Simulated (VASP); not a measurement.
# TlCl (Pm-3m) in VASP: notebook, part 2 of 2

VASP 6.6.1. The steps go on from the part before.

## Step 3: Single point, r2SCAN

This run uses another cell than the first one, of 22.93 Å³/atom, 1.063 times its volume.

Contents of POSCAR:

```
TlCl
1.0
    3.5792527801      0.0000000000      0.0000000000
    0.0000000000      3.5792527801      0.0000000000
    0.0000000000      0.0000000000      3.5792527801
Tl Cl
1 1
Direct
    0.0000000000      0.0000000000      0.0000000000
    0.5000000000      0.5000000000      0.5000000000
```

Contents of INCAR.step1:

```
ALGO = Normal ; EDIFF = 1E-5
ENCUT = 550 ; GGA = PE
GGA_COMPAT = False ; ISMEAR = 0
LASPH = True ; LCHARG = False
LREAL = False ; LWAVE = True
NBANDS = 17 ; NELM = 120
PREC = Accurate ; SIGMA = 0.01
```

Contents of INCAR.step2:

```
ALGO = Normal ; EDIFF = 1E-6
ENCUT = 550 ; GGA_COMPAT = False
ISIF = 2 ; ISMEAR = 0
ISTART = 1 ; LASPH = True
LCHARG = True ; LELF = True
LMIXTAU = True ; LREAL = False
LVHAR = True ; LWAVE = False
METAGGA = R2SCAN ; NBANDS = 17
NELM = 120 ; PREC = Accurate
SIGMA = 0.01
```

Contents of KPOINTS:

```
k-points
0
Gamma
  6 6 6
```

Potentials or basis: VASP PAW PBE potentials, release 64 (Tl_d, Cl).

On the command line:

```sh
$ cat potpaw_PBE.64/Tl_d/POTCAR potpaw_PBE.64/Cl/POTCAR > POTCAR
$ cp INCAR.step1 INCAR
$ mpirun -np 1 vasp_std > vasp.out
$ cp INCAR.step2 INCAR
$ mpirun -np 1 vasp_std > vasp.out
```

OUTCAR:

```text
EDIFF = 1E-6
   ENCUT = 550
   ISIF = 2
   ISMEAR = 0
   ISTART = 1
   LASPH = True
   LREAL = False
   METAGGA = R2SCAN
   NELM = 120
   PREC = Accurate

 ion  position               nearest neighbor table
   1  0.000  0.000  0.000-   2 3.10   2 3.10   2 3.10   2 3.10   2 3.10   2 3.10   2 3.10   2 3.10

   2  0.500  0.500  0.500-   1 3.10   1 3.10   1 3.10   1 3.10   1 3.10   1 3.10   1 3.10   1 3.10

  LATTYP: Found a simple cubic cell.
 ALAT       =     3.5792527801

  Lattice vectors:

 A1 = (   3.5792527801,   0.0000000000,   0.0000000000)
 A2 = (   0.0000000000,   3.5792527801,   0.0000000000)
 A3 = (   0.0000000000,   0.0000000000,   3.5792527801)

Analysis of symmetry for initial positions (statically):
=====================================================================
 Subroutine PRICEL returns:
 Original cell was already a primitive cell.

 Routine SETGRP: Setting up the symmetry group for a
 simple cubic supercell.

 Subroutine GETGRP returns: Found 48 space group operations
 (whereof 48 operations were pure point group operations)
 out of a pool of 48 trial point group operations.

The static configuration has the point symmetry O_h .

Analysis of symmetry for dynamics (positions and initial velocities):
=====================================================================
 Subroutine PRICEL returns:
 Original cell was already a primitive cell.

 Routine SETGRP: Setting up the symmetry group for a
 simple cubic supercell.

 Subroutine GETGRP returns: Found 48 space group operations
 (whereof 48 operations were pure point group operations)
 out of a pool of 48 trial point group operations.

The dynamic configuration has the point symmetry O_h .

 Subroutine INISYM returns: Found 48 space group operations
 (whereof 48 operations are pure point group operations),
 and found     1 'primitive' translations

----------------------------------------------------------------------------------------

                                     Primitive cell

  volume of cell :      45.8540

  direct lattice vectors                    reciprocal lattice vectors
     3.579252780  0.000000000  0.000000000     0.279387923  0.000000000  0.000000000
     0.000000000  3.579252780  0.000000000     0.000000000  0.279387923  0.000000000
     0.000000000  0.000000000  3.579252780     0.000000000  0.000000000  0.279387923

  length of vectors
     3.579252780  3.579252780  3.579252780     0.279387923  0.279387923  0.279387923

  position of ions in fractional coordinates (direct lattice)
     0.000000000  0.000000000  0.000000000
     0.500000000  0.500000000  0.500000000

  ion indices of the primitive-cell ions
   primitive index   ion index
                 1           1
                 2           2

----------------------------------------------------------------------------------------

 KPOINTS: k-points

Automatic generation of k-mesh.
 Grid dimensions read from file:
 generate k-points for:    6    6    6

 Generating k-lattice:

  Cartesian coordinates                     Fractional coordinates (reciprocal lattice)
     0.046564654  0.000000000  0.000000000     0.166666667  0.000000000  0.000000000
     0.000000000  0.046564654  0.000000000     0.000000000  0.166666667  0.000000000
     0.000000000  0.000000000  0.046564654     0.000000000  0.000000000  0.166666667

  Length of vectors
     0.046564654  0.046564654  0.046564654

  Shift w.r.t. Gamma in fractional coordinates (k-lattice)
     0.000000000  0.000000000  0.000000000

 Subroutine IBZKPT returns following result:
 ===========================================

 Found     20 irreducible k-points:

 Following reciprocal coordinates:
            Coordinates               Weight
  0.000000  0.000000  0.000000      1.000000
  0.166667  0.000000  0.000000      6.000000
  0.333333  0.000000  0.000000      6.000000
  0.500000  0.000000  0.000000      3.000000
  0.166667  0.166667  0.000000     12.000000
  0.333333  0.166667  0.000000     24.000000
[... 12 lines left out ...]
  0.500000  0.500000  0.333333      6.000000
  0.500000  0.500000  0.500000      1.000000
   k-points           NKPTS =     20   k-points in BZ     NKDIM =     20   number of bands    NBANDS=     17
   number of dos      NEDOS =    301   number of ions     NIONS =      2
   total plane-waves  NPLWV =  21952
   dimension x,y,z NGX =    28 NGY =   28 NGZ =   28
   dimension x,y,z NGXF=    56 NGYF=   56 NGZF=   56
   ions per type =               1   1
   NGX,Y,Z   is equivalent  to a cutoff of  13.01, 13.01, 13.01 a.u.
   NGXF,Y,Z  is equivalent  to a cutoff of  26.01, 26.01, 26.01 a.u.
 SYSTEM =  unknown system
   PREC   = accura    normal or accurate (medium, high low for compatibility)
   ISTART =      1    job   : 0-new  1-cont  2-samecut
   ICHARG =      0    charge: 1-file 2-atom 10-const
   ISPIN  =      1    spin polarized calculation?
   LNONCOLLINEAR =      F non collinear calculations
   LSORBIT =      F    spin-orbit coupling
   LASPH  =      T    aspherical Exc in radial PAW
   ENCUT  =  550.0 eV  40.42 Ry    6.36 a.u.   6.84  6.84  6.84*2*pi/ulx,y,z
   NELM   =    120;   NELMIN=  2; NELMDL=  0     # of ELM steps
   EDIFF  = 0.1E-05   stopping-criterion for ELM
   LREAL  =      F    real-space projection
   EDIFFG = 0.1E-04   stopping-criterion for IOM
   NSW    =      0    number of steps for IOM
   IBRION =     -1    ionic relax: 0-MD 1-quasi-New 2-CG
   NFREE  =      0    steps in history (QN), initial steepest desc. (CG)
   ISIF   =      2    stress and relaxation
   ISYM   =      2    0-nonsym 1-usesym 2-fastsym
   POTIM  = 0.5000    time-step for ionic-motion
   TEBEG  =    0.0;   TEEND  =   0.0 temperature during run
   PSTRESS=    0.0 pullay stress
   NELECT =      20.0000    total number of electrons
   NUPDOWN=      -1.0000    fix difference up-down
   EMIN   =  10.00;   EMAX   =-10.00  energy-range for DOS
   EFERMI =   0.00;   METHOD = LEGACY
   ISMEAR =     0;   SIGMA  =   0.01  broadening in eV -4-tet -1-fermi 0-gaus
   EFERMI_NEDOS =   21; number of points for ismear=-14 and -15
   IALGO  =     38    algorithm
   IMIX   =      4    mixing-type and parameters
     AMIX     =   0.40;   BMIX     =  1.00
     AMIX_MAG =   1.60;   BMIX_MAG =  1.00
  volume/ion in A,a.u.               =      22.93       154.72
  Fermi-wavevector in a.u.,A,eV,Ry     =   1.241535  2.346162 20.972160  1.541410
  Thomas-Fermi vector in A             =   2.375929
   LORBIT       =      0    0 simple, 1 ext, 2 COOP (PROOUT), +10 PAW based schemes
   METAGGA = R2SCAN    functional components
   LHFCALC =     F    Hartree Fock is set to
   AEXX    =    0.0000 exact exchange contribution
   IVDW    =     0    specifies the selected vdW correction
   LEPSILON=     F    determine dielectric tensor
   LRPA    =     F    only Hartree local field effects (RPA)
 non-spin polarized calculation
 Gauss-broadening in eV      SIGMA  =   0.01
  energy-cutoff  :      550.00
  volume of cell :       45.85
 maximum number of plane-waves:      1376
 NGX is ok and might be reduce to    28
   NGX = 13   NGY = 13   NGZ = 13

 number of electron      20.0000005 magnetization

 Free energy of the ion-electron system (eV)
  ---------------------------------------------------
  ext. energy  EPLUGINS =         0.00000000
  ---------------------------------------------------
  free energy    TOTEN  =       -61.27740782 eV

  energy without entropy =      -61.27740782  energy(sigma->0) =      -61.27740782

 E-fermi :   5.2631     XC(G=0): -10.7259

 val. band max:        5.1729000214   @ k =   0.5000   0.0000   0.0000
 cond. band min:       7.0583234137   @ k =   0.5000   0.5000   0.5000
 fundamental gap:      1.8854233923
 Fermi energy:         5.2631477656

 k-point     1 :       0.0000    0.0000    0.0000
  band No.  band energies     occupation
      1     -10.8714      2.00000
      2      -5.8464      2.00000
      3      -5.8464      2.00000
      4      -5.4056      2.00000
      5      -5.4056      2.00000
      6      -5.4056      2.00000
[... 9 lines left out ...]
     16      20.0304      0.00000
     17      20.0304      0.00000
[... 361 lines left out ...]
 k-point    20 :       0.5000    0.5000    0.5000
  band No.  band energies     occupation
      1      -9.8468      2.00000
      2      -5.8030      2.00000
      3      -5.8030      2.00000
      4      -5.8030      2.00000
      5      -5.2675      2.00000
      6      -5.2675      2.00000
[... 9 lines left out ...]
     16      20.1603      0.00000
     17      23.0782      0.00000

------------------------ aborting loop because EDIFF is reached ----------------------------------------

  FORCE on cell =-STRESS in cart. coord.  units (eV):
  Direction    XX          YY          ZZ          XY          YZ          ZX
  --------------------------------------------------------------------------------------
  -------------------------------------------------------------------------------------
  Total        2.8445465      2.8445465      2.8445465      0.0000000      0.0000000     -0.0000000
  in kB       99.3908733     99.3908733     99.3908733      0.0000000      0.0000000     -0.0000000
  external PRESSURE =      99.3908733 kB  Pullay stress =       0.0000000 kB

 VOLUME and BASIS-vectors are now :
 -----------------------------------------------------------------------------
  energy-cutoff  :      550.00
  volume of cell :       45.85
      direct lattice vectors                 reciprocal lattice vectors
     3.579252780  0.000000000  0.000000000     0.279387923  0.000000000  0.000000000
     0.000000000  3.579252780  0.000000000     0.000000000  0.279387923  0.000000000
     0.000000000  0.000000000  3.579252780     0.000000000  0.000000000  0.279387923

 POSITION                                       TOTAL-FORCE (eV/Angst)
 -----------------------------------------------------------------------------------
      0.00000      0.00000      0.00000         0.000000      0.000000      0.000000
      1.78963      1.78963      1.78963         0.000000      0.000000      0.000000
 -----------------------------------------------------------------------------------
    total drift:                               -0.000000      0.000000      0.000000

  FREE ENERGIE OF THE ION-ELECTRON SYSTEM (eV)
  ---------------------------------------------------
  free  energy   TOTEN  =       -61.2774078181 eV

  energy  without entropy=      -61.2774078181  energy(sigma->0) =      -61.27740782
```

Run time: 56 s. Hardware: 1 thread of Intel Xeon 6975P-C, shared host; peak memory 0.17 GiB.

Results:

```yaml
Free_energy: -61.2774 eV
Pressure: 9.9 GPa
Band_gap_on_the_k_mesh: 1.89 eV, indirect (least direct gap 1.90 eV)
```

Levels at points of the mesh, in eV from the valence-band top:
| k point | band 6 | band 7 | band 8 | band 9 | band 10 | band 11 | band 12 | band 13 | band 14 | band 15 |
| --- | --- | --- | --- | --- | --- | --- | --- | --- | --- | --- |
| (0.00, 0.00, 0.00) | -10.58 | -5.13 | -2.81 | -2.81 | -2.81 | 7.66 | 7.66 | 9.13 | 9.13 | 9.13 |
| (0.50, 0.00, 0.00) | -10.56 | -7.12 | -2.13 | -2.13 | 0.00 | 1.90 | 6.85 | 6.85 | 8.29 | 12.67 |
| (0.50, 0.50, 0.00) | -10.45 | -4.81 | -4.81 | -3.88 | -2.14 | 5.41 | 5.41 | 8.83 | 9.82 | 11.86 |
| (0.50, 0.50, 0.50) | -10.44 | -3.34 | -3.34 | -3.34 | -2.02 | 1.89 | 1.89 | 1.89 | 14.99 | 14.99 |

Caveat: the PAW data sets were made with another functional, which shifts forces and pressure a little; spin-orbit coupling is left out, which moves the levels of the heavy elements. A k mesh can miss the band edges.

## Step 4: Single point, r2SCAN

This run uses another cell than the first one, of 23.99 Å³/atom, 1.112 times its volume.

Contents of POSCAR:

```
TlCl
1.0
    3.6338434493      0.0000000000      0.0000000000
    0.0000000000      3.6338434493      0.0000000000
    0.0000000000      0.0000000000      3.6338434493
Tl Cl
1 1
Direct
    0.0000000000      0.0000000000      0.0000000000
    0.5000000000      0.5000000000      0.5000000000
```

Contents of INCAR.step1:

```
ALGO = Normal
EDIFF = 1E-5
ENCUT = 550
GGA = PE
GGA_COMPAT = False
ISMEAR = 0
LASPH = True
LCHARG = False
LREAL = False
LWAVE = True
NBANDS = 17
NELM = 120
PREC = Accurate
SIGMA = 0.01
```

Contents of INCAR.step2:

```
ALGO = Normal
EDIFF = 1E-6
ENCUT = 550
GGA_COMPAT = False
ISIF = 2
ISMEAR = 0
ISTART = 1
LASPH = True
LCHARG = False
LMIXTAU = True
LREAL = False
LWAVE = False
METAGGA = R2SCAN
NBANDS = 17
NELM = 120
PREC = Accurate
SIGMA = 0.01
```

KPOINTS is that of step 3.

Potentials or basis: VASP PAW PBE potentials, release 64 (Tl_d, Cl).

On the command line:

```sh
$ cat potpaw_PBE.64/Tl_d/POTCAR potpaw_PBE.64/Cl/POTCAR > POTCAR
$ cp INCAR.step1 INCAR
$ mpirun -np 1 vasp_std > vasp.out
$ cp INCAR.step2 INCAR
$ mpirun -np 1 vasp_std > vasp.out
```

OUTCAR:

```text
EDIFF = 1E-6
   ENCUT = 550
   ISIF = 2
   ISMEAR = 0
   ISTART = 1
   LASPH = True
   LREAL = False
   METAGGA = R2SCAN
   NELM = 120
   PREC = Accurate

 ion  position               nearest neighbor table
   1  0.000  0.000  0.000-   2 3.15   2 3.15   2 3.15   2 3.15   2 3.15   2 3.15   2 3.15   2 3.15

   2  0.500  0.500  0.500-   1 3.15   1 3.15   1 3.15   1 3.15   1 3.15   1 3.15   1 3.15   1 3.15

  LATTYP: Found a simple cubic cell.
 ALAT       =     3.6338434493

[... 582 lines left out ...]

------------------------ aborting loop because EDIFF is reached ----------------------------------------

  FORCE on cell =-STRESS in cart. coord.  units (eV):
  Direction    XX          YY          ZZ          XY          YZ          ZX
  --------------------------------------------------------------------------------------
  -------------------------------------------------------------------------------------
  Total        2.0770670      2.0770670      2.0770670     -0.0000000     -0.0000000      0.0000000
  in kB       69.3525532     69.3525532     69.3525532     -0.0000000     -0.0000000      0.0000000
  external PRESSURE =      69.3525532 kB  Pullay stress =       0.0000000 kB

 VOLUME and BASIS-vectors are now :
 -----------------------------------------------------------------------------
  energy-cutoff  :      550.00
  volume of cell :       47.98
      direct lattice vectors                 reciprocal lattice vectors
     3.633843449  0.000000000  0.000000000     0.275190721  0.000000000  0.000000000
     0.000000000  3.633843449  0.000000000     0.000000000  0.275190721  0.000000000
     0.000000000  0.000000000  3.633843449     0.000000000  0.000000000  0.275190721

 POSITION                                       TOTAL-FORCE (eV/Angst)
 -----------------------------------------------------------------------------------
      0.00000      0.00000      0.00000         0.000000      0.000000      0.000000
      1.81692      1.81692      1.81692         0.000000      0.000000      0.000000
 -----------------------------------------------------------------------------------
    total drift:                               -0.000000      0.000000      0.000000

  FREE ENERGIE OF THE ION-ELECTRON SYSTEM (eV)
  ---------------------------------------------------
  free  energy   TOTEN  =       -61.3898393198 eV

  energy  without entropy=      -61.3898393198  energy(sigma->0) =      -61.38983932
```

OUTCAR.step1:

```text
EDIFF = 1E-5
   ENCUT = 550
   GGA = PE
   ISMEAR = 0
   LASPH = True
[... 615 lines left out ...]
 -----------------------------------------------------------------------------------
      0.00000      0.00000      0.00000         0.000000      0.000000      0.000000
      1.81692      1.81692      1.81692         0.000000      0.000000      0.000000
 -----------------------------------------------------------------------------------
    total drift:                               -0.000000      0.000000      0.000000

  FREE ENERGIE OF THE ION-ELECTRON SYSTEM (eV)
  ---------------------------------------------------
  free  energy   TOTEN  =        -5.7853629707 eV

  energy  without entropy=       -5.7853629707  energy(sigma->0) =       -5.78536297
```

OSZICAR.step1:

```text
N       E                     dE             d eps       ncg     rms          rms(c)
DAV:   1     0.106252483219E+03    0.10625E+03   -0.10597E+04   704   0.112E+03
DAV:   2    -0.250412397673E+01   -0.10876E+03   -0.10564E+03   874   0.246E+02
DAV:   3    -0.605857809101E+01   -0.35545E+01   -0.35468E+01   837   0.405E+01
DAV:   4    -0.608401621654E+01   -0.25438E-01   -0.25436E-01   848   0.374E+00
DAV:   5    -0.608436266852E+01   -0.34645E-03   -0.34645E-03   873   0.415E-01    0.455E+00
DAV:   6    -0.580314348249E+01    0.28122E+00   -0.49520E-01   728   0.407E+00    0.286E+00
DAV:   7    -0.578576138524E+01    0.17382E-01   -0.10147E-01   759   0.165E+00    0.152E+00
DAV:   8    -0.578558837326E+01    0.17301E-03   -0.13984E-02   765   0.847E-01    0.238E-01
DAV:   9    -0.578527811981E+01    0.31025E-03   -0.88362E-04   767   0.195E-01    0.754E-02
DAV:  10    -0.578536181603E+01   -0.83696E-04   -0.26726E-04   751   0.948E-02    0.211E-02
DAV:  11    -0.578536297070E+01   -0.11547E-05   -0.24669E-05   715   0.375E-02
   1 F= -.57853630E+01 E0= -.57853630E+01  d E =-.979037E-25
```

It took 46 s on 1 thread of Intel Xeon 6975P-C, shared host; peak memory 0.17 GiB.

Results:

```
Free energy            : -61.3898 eV
Pressure               : 6.9 GPa
Band gap on the k mesh : 2.05 eV, direct
```

Levels at points of the mesh, in eV from the valence-band top:
```
           k point  band 7  band 8  band 9  band 10  band 11  band 12  band 13  band 14
(0.00, 0.00, 0.00)   -4.98   -2.52   -2.52    -2.52     7.85     7.85     8.95     8.95
(0.50, 0.00, 0.00)   -6.72   -1.90   -1.90     0.00     2.05     6.93     6.93     8.56
(0.50, 0.50, 0.00)   -4.38   -4.38   -3.73    -1.90     5.40     5.40     8.91     9.64
(0.50, 0.50, 0.50)   -3.05   -3.05   -3.05    -2.03     2.15     2.15     2.15    14.70
```

Caveat: the PAW data sets were made with another functional, which shifts forces and pressure a little; spin-orbit coupling is left out, which moves the levels of the heavy elements. r2SCAN opens gaps a little over a GGA but as a rule still falls short of measured ones.

## Step 5: Overview

```csv
cell,gap on the mesh (eV),pressure (GPa)
"a = 3.507 Å, 2 atoms",1.49,14.9
"a = 3.579 Å, 2 atoms",1.89,9.9
"a = 3.634 Å, 2 atoms",2.05,6.9
```

Alike in all rows: task single point; level r2SCAN; potentials or basis VASP PAW PBE potentials, release 64 (Tl_d, Cl); no spin polarisation; k mesh 6 × 6 × 6; cutoff (eV) 550; smearing gaussian 0.01 eV.

Caveats: the PAW data sets were made with another functional, which shifts forces and pressure a little; spin-orbit coupling is left out, which moves the levels of the heavy elements.

Absolute energies hang on the potentials; compare differences alone.
